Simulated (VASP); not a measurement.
Wanted: the native input for a VASP 6.6.1 run.

| Property | Result |
| --- | --- |
| Task | single point |
| Functional | r2SCAN |
| Potentials or basis | VASP PAW PBE potentials, release 64 (Sb) |
| Cutoff | 520 eV |
| k mesh | 10 × 10 × 10 |
| Occupations | gaussian, width 0.05 eV |
| Spin | no spin polarisation |
| Dipole correction | no |
| Further INCAR settings | ALGO = Normal; EDIFF = 1e-06; NBANDS = 8 |

The system is Sb.

```
Sb
1.0
     3.16000    0.00000    0.00000
     0.00000    3.16000    0.00000
     0.00000    0.00000    3.16000
Sb
1
Direct
  0.00000 0.00000 0.00000
```

These files were run (other wordings do the same):

POSCAR

```
Sb
1.0
    3.1600000000      0.0000000000      0.0000000000
    0.0000000000      3.1600000000      0.0000000000
    0.0000000000      0.0000000000      3.1600000000
Sb
1
Direct
    0.0000000000      0.0000000000      0.0000000000
```

INCAR.step1

```
SYSTEM = Sb
PREC = Accurate
ENCUT = 520
ISMEAR = 0
SIGMA = 0.05
LREAL = .FALSE.
LASPH = .TRUE.
NELM = 100
NBANDS = 8
GGA = PE
ALGO = Normal
EDIFF = 1E-4
LWAVE = .TRUE.
LCHARG = .FALSE.
```

INCAR.step2

```
SYSTEM = Sb
PREC = Accurate
ENCUT = 520
EDIFF = 1E-6
ISMEAR = 0
SIGMA = 0.05
LREAL = .FALSE.
LASPH = .TRUE.
NELM = 100
ALGO = Normal
ISIF = 2
LWAVE = .FALSE.
LCHARG = .FALSE.
METAGGA = R2SCAN
LMIXTAU = .TRUE.
NBANDS = 8
ISTART = 1
```

KPOINTS

```
Automatic mesh
0
G
  10 10 10
  0 0 0
```

Potentials or basis: VASP PAW PBE potentials, release 64 (Sb).

Launch:

```console
$ cat potpaw_PBE.64/Sb/POTCAR > POTCAR
$ cp INCAR.step1 INCAR
$ mpirun -np 1 vasp_std > vasp.out
$ cp INCAR.step2 INCAR
$ mpirun -np 1 vasp_std > vasp.out
```

Results of the run:

```yaml
Pressure: -3.9 GPa
```

Caveat: the PAW data sets were made with another functional, which shifts forces and pressure a little.

It took 42 s on 1 thread of AMD EPYC 7R13 Processor (Zen 3) (shared host), peak memory 0.12 GiB.
